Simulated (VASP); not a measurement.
The system is Hf2C.

```
Hf C
1.0
     3.00390    0.00000    0.00000
    -1.50195    2.60145    0.00000
     0.00000    0.00000   12.34006
Hf C
4 2
Direct
  0.33333 0.66667 0.62782
  0.66667 0.33333 0.12782
  0.66667 0.33333 0.37218
  0.33333 0.66667 0.87218
  0.33333 0.66667 0.25000
  0.66667 0.33333 0.75000
```

| Property | Result |
| --- | --- |
| Program | VASP 6.6.1 |
| Task | relaxation of cell and atoms |
| Functional | PBE |
| Potentials or basis | VASP PAW PBE potentials, release 64 (Hf_pv, C) |
| Cutoff | 600 eV |
| k mesh | 6 × 6 × 2 |
| Occupations | gaussian, width 0.1 eV |
| Spin | no spin polarisation |

At the start: pressure 9.0 GPa; volume 16.07 Å³/atom.

How do energy, volume and symmetry change on relaxing?

Over 9 steps the energy falls by 300.8 meV/atom and the volume is 16.71 Å³/atom (+4.0 %); space group P6_3/mmc (No. 194, to 0.05 Å).

Step by step:
| step | energy change (eV) | largest force (eV/Å) | pressure (GPa) | volume (Å³) |
| --- | --- | --- | --- | --- |
| 1 | 0.0000 | 0.8248 | 8.98 | 96.43 |
| 2 | -1.4166 | 1.4923 | -5.36 | 108.09 |
| 3 | -1.6162 | 0.7815 | -3.07 | 105.26 |
| 4 | -1.6167 | 0.7280 | -2.83 | 105.02 |
| 5 | -1.7616 | 0.6549 | 0.49 | 101.29 |
| 6 | -1.7799 | 0.5690 | 2.43 | 99.44 |
| 7 | -1.7581 | 0.6216 | -2.64 | 101.00 |
| 8 | -1.8043 | 0.0063 | 0.20 | 100.06 |
| 9 | -1.8050 | 0.0024 | -0.03 | 100.27 |

Final structure:
```yaml
crystal:
  lattice:
    - [3.24496, 0.00000, 0.00000]
    - [-1.62248, 2.81021, 0.00000]
    - [0.00000, 0.00000, 10.99533]
  atoms:
    - { symbol: Hf, position: [0.33333, 0.66667, 0.62437] }
    - { symbol: Hf, position: [0.66667, 0.33333, 0.12437] }
    - { symbol: Hf, position: [0.66667, 0.33333, 0.37563] }
    - { symbol: Hf, position: [0.33333, 0.66667, 0.87563] }
    - { symbol: C, position: [0.33333, 0.66667, 0.25000] }
    - { symbol: C, position: [0.66667, 0.33333, 0.75000] }
```

Caveat: the k points lie up to 0.37 Å⁻¹ apart in the final cell.
